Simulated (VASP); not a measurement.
# Se (P3_221) in VASP: further runs

Se is run at these levels: PBEsol; tasks: single point.

All numbers are computed with VASP 6.6.1; they aren't measurements. Logs are shortened: lines on timing, memory, paths and dates and some standing lists are left out, and cuts for length are marked.

**1. The cell of the first run**

It takes space group P3_221 (No. 154, trigonal). The conventional cell has a = 3.796 Å, b = 3.796 Å, c = 5.312 Å, α = 90.00°, β = 90.00°, γ = 120.00°. Se (site symmetry 2) has 6 Se at 2.47 to 3.03 Å within 3.3 Å.

**2. Single point, PBEsol (biaxial strain in the a-b plane: -6.0 %, then relaxed in part)**

INCAR

```
  PREC = Accurate
  ENCUT = 520
  EDIFF = 1E-6
  ISMEAR = 0
  SIGMA = 0.02
  LREAL = False
  LASPH = True
  NELM = 80
  ALGO = Normal
  ISIF = 2
  LWAVE = False
  LCHARG = False
  GGA = PS
  NBANDS = 16
```

KPOINTS

```
regular mesh
0
Gamma
  12 12 8
```

POSCAR

```
Se
1.0
    3.7961608196      0.0000000000      0.0000000000
   -1.8980804098      3.2875717066      0.0000000000
    0.0000000000      0.0000000000      5.3116912722
Se
3
Direct
    0.2624638490      0.0000000000      0.1666666667
    0.0000000000      0.2624638490      0.8333333333
    0.7375361510      0.7375361510      0.5000000000
```

Potentials or basis: VASP PAW PBE potentials, release 64 (Se).

Started as:

```bash
> cat potpaw_PBE.64/Se/POTCAR > POTCAR
> mpirun -np 1 vasp_std > vasp.out
```

OUTCAR:

```text
PREC = Accurate
   ENCUT = 520
   EDIFF = 1E-6
   ISMEAR = 0
   LREAL = False
   LASPH = True
   NELM = 80
   ISIF = 2
   GGA = PS

 ion  position               nearest neighbor table
   1  0.262  0.000  0.167-   3 2.47   2 2.47
   2  0.000  0.262  0.833-   3 2.47   1 2.47
   3  0.738  0.738  0.500-   2 2.47   1 2.47

  LATTYP: Found a hexagonal cell.
 ALAT       =     3.7961608196
 C/A-ratio  =     1.3992271467

  Lattice vectors:

 A1 = (   3.7961608196,   0.0000000000,   0.0000000000)
 A2 = (  -1.8980804098,   3.2875717066,   0.0000000000)
 A3 = (   0.0000000000,   0.0000000000,   5.3116912722)

Analysis of symmetry for initial positions (statically):
=====================================================================
 Subroutine PRICEL returns:
 Original cell was already a primitive cell.

 Routine SETGRP: Setting up the symmetry group for a
 hexagonal supercell.

 Subroutine GETGRP returns: Found  6 space group operations
 (whereof  2 operations were pure point group operations)
 out of a pool of 24 trial point group operations.

The static configuration has the point symmetry C_2 .
 The point group associated with its full space group is D_3 .

Analysis of symmetry for dynamics (positions and initial velocities):
=====================================================================
 Subroutine PRICEL returns:
 Original cell was already a primitive cell.

 Routine SETGRP: Setting up the symmetry group for a
 hexagonal supercell.

 Subroutine GETGRP returns: Found  6 space group operations
 (whereof  2 operations were pure point group operations)
 out of a pool of 24 trial point group operations.

The dynamic configuration has the point symmetry C_2 .
 The point group associated with its full space group is D_3 .

 Subroutine INISYM returns: Found  6 space group operations
 (whereof  2 operations are pure point group operations),
 and found     1 'primitive' translations

----------------------------------------------------------------------------------------

                                     Primitive cell

  volume of cell :      66.2907

  direct lattice vectors                    reciprocal lattice vectors
[... 80 lines left out ...]
   PREC   = accura    normal or accurate (medium, high low for compatibility)
   ISTART =      0    job   : 0-new  1-cont  2-samecut
   ICHARG =      2    charge: 1-file 2-atom 10-const
   ISPIN  =      1    spin polarized calculation?
   LNONCOLLINEAR =      F non collinear calculations
   LSORBIT =      F    spin-orbit coupling
   LASPH  =      T    aspherical Exc in radial PAW
   ENCUT  =  520.0 eV  38.22 Ry    6.18 a.u.   7.06  7.06  9.88*2*pi/ulx,y,z
   NELM   =     80;   NELMIN=  2; NELMDL= -5     # of ELM steps
   EDIFF  = 0.1E-05   stopping-criterion for ELM
   LREAL  =      F    real-space projection
   EDIFFG = 0.1E-04   stopping-criterion for IOM
   NSW    =      0    number of steps for IOM
   IBRION =     -1    ionic relax: 0-MD 1-quasi-New 2-CG
   NFREE  =      0    steps in history (QN), initial steepest desc. (CG)
   ISIF   =      2    stress and relaxation
   ISYM   =      2    0-nonsym 1-usesym 2-fastsym
   POTIM  = 0.5000    time-step for ionic-motion
   TEBEG  =    0.0;   TEEND  =   0.0 temperature during run
   PSTRESS=    0.0 pullay stress
   NELECT =      18.0000    total number of electrons
   NUPDOWN=      -1.0000    fix difference up-down
   EMIN   =  10.00;   EMAX   =-10.00  energy-range for DOS
   EFERMI =   0.00;   METHOD = LEGACY
   ISMEAR =     0;   SIGMA  =   0.02  broadening in eV -4-tet -1-fermi 0-gaus
   EFERMI_NEDOS =   21; number of points for ismear=-14 and -15
   IALGO  =     38    algorithm
   IMIX   =      4    mixing-type and parameters
     AMIX     =   0.40;   BMIX     =  1.00
     AMIX_MAG =   1.60;   BMIX_MAG =  1.00
  volume/ion in A,a.u.               =      22.10       149.12
  Fermi-wavevector in a.u.,A,eV,Ry     =   1.060103  2.003304 15.290481  1.123819
  Thomas-Fermi vector in A             =   2.195472
   LORBIT       =      0    0 simple, 1 ext, 2 COOP (PROOUT), +10 PAW based schemes
   GGA     = PS    functional components
   LHFCALC =     F    Hartree Fock is set to
   AEXX    =    0.0000 exact exchange contribution
   IVDW    =     0    specifies the selected vdW correction
   LEPSILON=     F    determine dielectric tensor
   LRPA    =     F    only Hartree local field effects (RPA)
 non-spin polarized calculation
 Gauss-broadening in eV      SIGMA  =   0.02
  energy-cutoff  :      520.00
  volume of cell :       66.29
 maximum number of plane-waves:      1804
   NGX = 15   NGY = 15   NGZ = 19

 number of electron      17.9999999 magnetization

 Free energy of the ion-electron system (eV)
  ---------------------------------------------------
  ext. energy  EPLUGINS =         0.00000000
  ---------------------------------------------------
  free energy    TOTEN  =       -11.49469272 eV

  energy without entropy =      -11.49465354  energy(sigma->0) =      -11.49467313

 E-fermi :   4.7172     XC(G=0): -10.1384

 val. band max:        4.7172106986   @ k =   0.3333   0.3333   0.5000
 cond. band min:       4.7172107383   @ k =   0.3333   0.3333   0.5000
 fundamental gap:      0.0000000397
 Fermi energy:         4.7172107187

 k-point     1 :       0.0000    0.0000    0.0000
  band No.  band energies     occupation
      1     -11.7574      2.00000
      2      -7.6436      2.00000
      3      -7.6436      2.00000
      4       1.3494      2.00000
      5       1.6013      2.00000
      6       1.6013      2.00000
[... 433 lines left out ...]
      3      -6.8084      2.00000
      4      -0.1717      2.00000
      5       0.9309      2.00000
      6       1.2797      2.00000
[... 8 lines left out ...]
     15      12.3754      0.00000
     16      12.6662      0.00000

 [... further k-points ...]
[... 5 lines left out ...]
  --------------------------------------------------------------------------------------
  -------------------------------------------------------------------------------------
  Total        1.2681142      1.2681142      0.1062576      0.0000000     -0.0000000      0.0000000
  in kB       30.6489989     30.6489989      2.5681351      0.0000000     -0.0000000      0.0000000
  external PRESSURE =      21.2887110 kB  Pullay stress =       0.0000000 kB

 VOLUME and BASIS-vectors are now :
 -----------------------------------------------------------------------------
  energy-cutoff  :      520.00
  volume of cell :       66.29
      direct lattice vectors                 reciprocal lattice vectors
     3.796160820  0.000000000  0.000000000     0.263424035  0.152087937  0.000000000
    -1.898080410  3.287571707  0.000000000     0.000000000  0.304175875  0.000000000
     0.000000000  0.000000000  5.311691272     0.000000000  0.000000000  0.188263954

 POSITION                                       TOTAL-FORCE (eV/Angst)
 -----------------------------------------------------------------------------------
      0.99635      0.00000      0.88528         0.023006     -0.000000      0.000000
     -0.49818      0.86287      4.42641        -0.011503      0.019924     -0.000000
      1.39990      2.42470      2.65585        -0.011503     -0.019924     -0.000000
 -----------------------------------------------------------------------------------
    total drift:                                0.000000      0.000001     -0.000000

  FREE ENERGIE OF THE ION-ELECTRON SYSTEM (eV)
  ---------------------------------------------------
  free  energy   TOTEN  =       -11.4946927178 eV

  energy  without entropy=      -11.4946535380  energy(sigma->0) =      -11.49467313
```

stdout:

```text
POSCAR found type information on POSCAR Se
 POSCAR found :  1 types and       3 ions
 scaLAPACK will be used
 -----------------------------------------------------------------------------
|                                                                             |
|                                                                             |
|     You enforced a specific xc type in the INCAR file but a different       |
|     I HOPE YOU KNOW WHAT YOU ARE DOING!                                     |
|                                                                             |
 -----------------------------------------------------------------------------

 LDA part: xc-table for (Slater+PW92), standard interpolation
 POSCAR, INCAR and KPOINTS ok, starting setup
 FFT: planning ... GRIDC
 FFT: planning ... GRID_SOFT
 FFT: planning ... GRID
 WAVECAR not read
 entering main loop
```

It took 40 s on 1 thread of Intel Xeon 6975P-C (Granite Rapids), shared host; peak memory 0.25 GiB.

What came out:

```yaml
Free_energy: -11.4947 eV
Pressure: 2.1 GPa
Largest_force: 0.023 eV/Å
Band_gap_on_the_k_mesh: zero (filled and empty bands touch)
```

Forces in eV/Å, atoms in the order of the input:
```
Se   0.023  0.000  0.000
Se  -0.012  0.020  0.000
Se  -0.012 -0.020  0.000
```

Caveat: the cell differs from its parent crystal (biaxial strain in the a-b plane: -6.0 %, then relaxed in part); the PAW data sets were made with another functional, which shifts forces and pressure a little.

**3. Single point, PBEsol (biaxial strain in the a-b plane: -6.0 %)**

INCAR

```
PREC = Accurate ; ENCUT = 520
EDIFF = 1E-7 ; ISMEAR = 0
SIGMA = 0.02 ; LREAL = F
LASPH = T ; NELM = 60
ALGO = Normal ; ISIF = 2
LWAVE = F ; LCHARG = F
GGA = PS ; NBANDS = 16
```

KPOINTS

```
Automatic mesh
0
Gamma
  12 12 8
```

POSCAR

```
Se
1.0
    3.7961608196      0.0000000000      0.0000000000
   -1.8980804098      3.2875717066      0.0000000000
    0.0000000000      0.0000000000      5.3058371363
Se
3
Direct
    0.2579861897      0.0000000000      0.1666666667
    0.0000000000      0.2579861897      0.8333333333
    0.7420138103      0.7420138103      0.5000000000
```

Potentials or basis: VASP PAW PBE potentials, release 64 (Se).

Started as:

```bash
> cat potpaw_PBE.64/Se/POTCAR > POTCAR
> mpirun -np 1 vasp_std > vasp.out
```

It took 44 s on 1 thread of Intel Xeon 6975P-C (Granite Rapids), shared host; peak memory 0.24 GiB.

The run converged. Its results:

| Item | Value |
| --- | --- |
| Free energy | -11.4895 eV |
| Pressure | 2.9 GPa |
| Largest force | 0.173 eV/Å |
| Band gap on the k mesh | zero (filled and empty bands touch) |

Forces on the atoms (eV/Å):
```
Se   0.173  0.000  0.000
Se  -0.086  0.150  0.000
Se  -0.086 -0.150  0.000
```

Stress tensor (GPa, compression positive):
```
3.78 0.00 0.00
0.00 3.78 0.00
0.00 0.00 1.27
```

Levels at points of the mesh, in eV from the Fermi level:
```csv
k point,band 6,band 7,band 8,band 9,band 10,band 11,band 12,band 13
"(0.00, 0.00, 0.00)",-3.17,-1.76,-1.76,-0.56,1.31,1.31,2.43,6.08
"(0.50, 0.00, 0.00)",-4.42,-4.07,-1.39,-0.94,1.14,1.39,3.75,4.34
"(0.00, 0.00, 0.50)",-2.88,-1.45,-1.00,-1.00,0.76,1.07,1.07,4.92
"(0.50, 0.00, 0.50)",-4.37,-2.79,-2.43,-0.49,0.66,2.19,3.20,5.50
```

Caveat: the cell differs from its parent crystal (biaxial strain in the a-b plane: -6.0 %); the PAW data sets were made with another functional, which shifts forces and pressure a little.

**4. Single point, PBEsol**

This run uses another cell than the first one, of 24.25 Å³/atom.

INCAR

```
SYSTEM = Se
  PREC = Accurate
  ENCUT = 520
  EDIFF = 1E-7
  ISMEAR = 0
  SIGMA = 0.1
  LREAL = .FALSE.
  LASPH = .TRUE.
  NELM = 60
  ALGO = Normal
  ISIF = 2
  LWAVE = .FALSE.
  LCHARG = .TRUE.
  GGA = PS
  LELF = .TRUE.
  LVHAR = .TRUE.
  NBANDS = 16
```

KPOINTS

```
Automatic mesh
0
G
  6 6 4
  0 0 0
```

POSCAR

```
Se
1.0
    4.0556754605      0.0000000000      0.0000000000
   -2.0278377303      3.5123179783      0.0000000000
    0.0000000000      0.0000000000      5.1078985751
Se
3
Direct
    0.2471211135      0.0000000000      0.1666666667
    0.0000000000      0.2471211135      0.8333333333
    0.7528788865      0.7528788865      0.5000000000
```

Started as:

```bash
> cat potpaw_PBE.64/Se/POTCAR > POTCAR
> mpirun -np 1 vasp_std > vasp.out
```

Wall time 48 s (1 thread of Oxide Virtual Turin-like, shared host); peak memory 0.15 GiB.

It converged, with:

```yaml
Free_energy: -11.5571 eV
Pressure: 0.3 GPa
Largest_force: 0.055 eV/Å
Band_gap_on_the_k_mesh: 0.48 eV
```

Forces in eV/Å, atoms in the order of the input:
```
Se   0.055  0.000  0.000
Se  -0.027  0.048  0.000
Se  -0.027 -0.048  0.000
```

Stress tensor (GPa, compression positive):
```
0.17 0.00 0.00
0.00 0.17 0.00
0.00 0.00 0.41
```

Levels at points of the mesh, in eV from the valence-band top:
```
           k point  band 5  band 6  band 7  band 8  band 9  band 10  band 11  band 12  band 13  band 14
(0.00, 0.00, 0.00)   -3.48   -3.48   -1.92   -1.92   -0.54     1.46     1.46     2.04     6.26     6.26
(0.50, 0.00, 0.00)   -5.02   -3.85   -3.61   -1.51   -0.99     1.45     1.71     4.30     4.32     8.44
(0.00, 0.00, 0.50)   -3.14   -3.14   -1.40   -1.39   -1.39     0.90     0.90     0.91     5.54     6.93
(0.50, 0.00, 0.50)   -4.42   -4.30   -2.46   -1.96   -0.08     1.31     2.52     2.96     5.91     7.29
```

Caveat: semilocal functionals underestimate gaps, and a narrow one can read as zero; the PAW data sets were made with another functional, which shifts forces and pressure a little.

[end of part 1 of 2]
